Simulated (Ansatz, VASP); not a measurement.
One calculation of In, two programs

POSCAR

```
In
1.0
    3.2235139544      0.0000000000      0.0000000000
   -1.6117569772      2.7916441170      0.0000000000
    0.0000000000      0.0000000000     10.3491889889
In
4
Direct
    0.0000000000      0.0000000000      0.0000000000
    0.3333333333      0.6666666667      0.2500000000
    0.0000000000      0.0000000000      0.5000000000
    0.6666666667      0.3333333333      0.7500000000
```

Contents of INCAR.step1:

```
SYSTEM = In
PREC     = Accurate       ! precision mode
ENCUT    = 520            ! plane-wave cutoff, eV
ISMEAR   = 1              ! smearing method
SIGMA    = 0.15           ! smearing width, eV
LREAL    = .FALSE.        ! projectors in reciprocal space
LASPH    = .TRUE.         ! aspherical terms in the spheres
NELM     = 80             ! most SCF steps
NBANDS   = 34             ! bands
GGA      = PE             ! functional
ALGO     = Normal         ! electronic algorithm
EDIFF    = 1E-4           ! SCF threshold, eV
LWAVE    = .TRUE.         ! write WAVECAR
LCHARG   = .FALSE.        ! write CHGCAR
```

Contents of INCAR.step2:

```
SYSTEM = In
PREC     = Accurate       ! precision mode
ENCUT    = 520            ! plane-wave cutoff, eV
EDIFF    = 1E-6           ! SCF threshold, eV
ISMEAR   = 1              ! smearing method
SIGMA    = 0.15           ! smearing width, eV
LREAL    = .FALSE.        ! projectors in reciprocal space
LASPH    = .TRUE.         ! aspherical terms in the spheres
NELM     = 80             ! most SCF steps
ALGO     = Normal         ! electronic algorithm
ISIF     = 2              ! what is computed and relaxed
LWAVE    = .FALSE.        ! write WAVECAR
LCHARG   = .FALSE.        ! write CHGCAR
METAGGA  = R2SCAN         ! meta-GGA
LMIXTAU  = .TRUE.       
NBANDS   = 34             ! bands
ISTART   = 1
```

KPOINTS

```
regular mesh
0
G
  8 8 3
  0 0 0
```

Input for Ansatz:

```yaml
crystal:
  lattice:
    - [3.2235139543964153, 0.0, 0.0]
    - [-1.6117569771982077, 2.7916441169999184, 0.0]
    - [0.0, 0.0, 10.349188988903903]
  atoms:
    - { symbol: In, position: [0.0, 0.0, 0.0] }
    - { symbol: In, position: [0.3333333333333333, 0.6666666666666666, 0.25] }
    - { symbol: In, position: [0.0, 0.0, 0.5] }
    - { symbol: In, position: [0.6666666666666666, 0.3333333333333333, 0.75] }
basis:
  ecutwfc: 557.833418042754
kpoints:
  mp_grid:
    grid: [8, 8, 3]
hamiltonian:
  xc: r2scan
  pseudopotentials:
    kind: paw
scf:
  occupations:
    method: methfessel_paxton
    width: 0.15
output:
  stress: true
```

Alike in both runs: task single point; functional r2SCAN; k mesh 8 × 8 × 3; occupations methfessel-paxton of order 1, width 0.15 eV; no spin polarisation.

|  | VASP | Ansatz |
| --- | --- | --- |
| version | VASP 6.6.1 | Ansatz 0.2.0 |
| potentials or method | VASP PAW PBE potentials, release 64 (In_d), cutoff 520 eV | plane waves, PAW |
| valence electrons in the cell | 52 | 52 |

|  | VASP | Ansatz | Ansatz less VASP |
| --- | --- | --- | --- |
| pressure (GPa) | 7.2 | 7.1 | -0.09 |
| traceless stress, the component that is largest in VASP (GPa) | 1.22 | 1.22 | -0.001 |

VASP's potentials were made for PBE, not for r2SCAN.
